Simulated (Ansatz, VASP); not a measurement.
**SnO in VASP and in Ansatz**

```
CELL_PARAMETERS angstrom
3.75466 0.00000 0.00000
0.00000 3.75466 0.00000
0.00000 0.00000 4.71080
ATOMIC_POSITIONS crystal
Sn 0.00000 0.50000 0.24567
Sn 0.50000 0.00000 0.75433
O 0.50000 0.50000 0.00000
O 0.00000 0.00000 0.00000
```

Change from the starting cell: hydrostatic strain -1.0%.

Alike in both runs: task single point; functional HSE06; k mesh 4 × 4 × 4; occupations fermi-dirac, width 0.02 eV; no spin polarisation.

|  | VASP | Ansatz |
| --- | --- | --- |
| version | VASP 6.6.1 | Ansatz 0.2.0 |
| potentials or method | VASP PAW PBE potentials, release 64 (Sn_d, O) | plane waves, PAW |
| plane-wave cutoff (eV) | 520 | 420 |
| valence electrons in the cell | 40 | 40 |

```tsv
	VASP	Ansatz	Ansatz less VASP
pressure (GPa)	2.6	2.2	-0.39
traceless stress, the component that is largest in VASP (GPa)	-0.38	-0.42	-0.037
rms of the force components (eV/Å)	0.016	0.032	+0.0165
```

Atom by atom the forces differ by 0.048 eV/Å (rms over components). The functional is the same, so the differences come from potentials, cutoffs and numerics. Ansatz's warnings: filled band counts differ across k points, stress exchange threshold loose, stress scf threshold loose.

The k mesh is coarse, so the values compare programs but aren't converged.
